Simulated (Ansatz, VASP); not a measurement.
**AlH4 in VASP and in Ansatz**

File INCAR:

```
SYSTEM = AlH4
ALGO = Normal ; EDIFF = 1E-6
ENCUT = 520 ; GGA = PE
ISIF = 2 ; ISMEAR = 0
LASPH = .TRUE. ; LCHARG = .FALSE.
LREAL = .FALSE. ; LWAVE = .FALSE.
NBANDS = 12 ; NELM = 80
PREC = Accurate ; SIGMA = 0.1
```

KPOINTS

```
k-points
0
G
  16 16 16
  0 0 0
```

POSCAR

```
AlH4
1.0
   -1.7420504465      1.7420504465      4.2325423555
    1.7420504465     -1.7420504465      4.2325423555
    1.7420504465      1.7420504465     -4.2325423555
Al H
1 4
Direct
    0.0000000000      0.0000000000      0.0000000000
    0.1967755484      0.1967755484      0.0000000000
    0.8032244516      0.8032244516      0.0000000000
    0.5000000000      0.0000000000      0.5000000000
    0.0000000000      0.5000000000      0.5000000000
```

Input for Ansatz:

```yaml
crystal:
  lattice:
    - [-1.7420504465, 1.7420504465, 4.2325423555]
    - [1.7420504465, -1.7420504465, 4.2325423555]
    - [1.7420504465, 1.7420504465, -4.2325423555]
  atoms:
    - { symbol: Al, position: [0.0, 0.0, 0.0] }
    - { symbol: H, position: [0.1967755484, 0.1967755484, 0.0] }
    - { symbol: H, position: [0.8032244516, 0.8032244516, 0.0] }
    - { symbol: H, position: [0.5, 0.0, 0.5] }
    - { symbol: H, position: [0.0, 0.5, 0.5] }
basis:
  ecutwfc: 420
kpoints:
  mp_grid: { grid: [16, 16, 16] }
  band_path:
    path:
      - [[0.0, 0.0, 0.0], [0.0, 0.0, 0.5], [0.25, 0.25, 0.25], [0.0, 0.5, 0.0], [0.0, 0.0, 0.0], [0.5, 0.5, -0.5], [0.29235053, 0.70764947, -0.29235053]]
      - [[-0.29235053, 0.29235053, 0.29235053], [0.0, 0.0, 0.0]]
      - [[0.0, 0.0, 0.5], [-0.08470106, 0.08470106, 0.5]]
      - [[0.5, 0.5, -0.08470106], [0.5, 0.5, -0.5]]
    npoints: 14
hamiltonian:
  xc: pbe
scf:
  occupations: { method: gaussian, width: 0.1 }
  n_extra_bands: 12
output:
  forces: true
  stress: true
  eigenvalues: true
  populations: true
  dos: { projected: true, de: 0.02, nscf_kmesh: { grid: [20, 20, 20] } }
  bader: true
```

Alike in both runs: task single point; functional PBE; k mesh 16 × 16 × 16; occupations gaussian, width 0.1 eV; no spin polarisation.

|  | VASP | Ansatz |
| --- | --- | --- |
| version | VASP 6.6.1 | Ansatz 0.2.0 |
| potentials or method | VASP PAW PBE potentials, release 64 (Al, H), cutoff 520 eV | scalar-relativistic, plane waves, PAW |
| valence electrons in the cell | 7 | 7 |

VASP gave:

```
gap on the k mesh at the Fermi level (eV) : none
pressure (GPa)                            : -0.1
```

**Question.** What did Ansatz give for the same quantities?

**Answer.** gap on the k mesh at the Fermi level (eV): none; pressure (GPa): 0.0.

A gap of «none» marks a metal or a gap that the smearing closes.
